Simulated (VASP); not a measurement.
Write the native input for VASP 6.6.1 that does the following.

- Task: single point
- Functional: PBE
- Potentials or basis: VASP PAW PBE potentials, release 64 (Hf_pv, N)
- Cutoff: 520 eV
- k mesh: 9 × 9 × 9
- Occupations: fermi-dirac, width 0.1 eV
- Spin: no spin polarisation
- Dipole correction: no
- Further INCAR settings: ALGO = Normal; EDIFF = 1e-07; NBANDS = 14

The structure of HfN lies in POSCAR:

```
HfN
1.0
    0.0000000000      2.3002465274      2.3002465274
    2.3002465274      0.0000000000      2.3002465274
    2.3002465274      2.3002465274      0.0000000000
Hf N
1 1
Direct
    0.0000000000      0.0000000000      0.0000000000
    0.5000000000      0.5000000000      0.5000000000
```

These files were run (other wordings do the same):

INCAR

```
PREC = Accurate
ENCUT = 520
EDIFF = 1E-7
ISMEAR = -1
SIGMA = 0.1
LREAL = F
LASPH = T
NELM = 80
ALGO = Normal
ISIF = 2
LWAVE = F
LCHARG = F
GGA = PE
NBANDS = 14
```

KPOINTS

```
Automatic mesh
0
Gamma
  9 9 9
```

Potentials or basis: VASP PAW PBE potentials, release 64 (Hf_pv, N).

Command:

```console
$ cat potpaw_PBE.64/Hf_pv/POTCAR potpaw_PBE.64/N/POTCAR > POTCAR
$ mpirun -np 1 vasp_std > vasp.out
```

It gave:

```yaml
Pressure: -10.6 GPa
```

Wall time 7.4 s on 1 thread of Intel Xeon 6975P-C, on a shared host, peak memory 0.14 GiB.
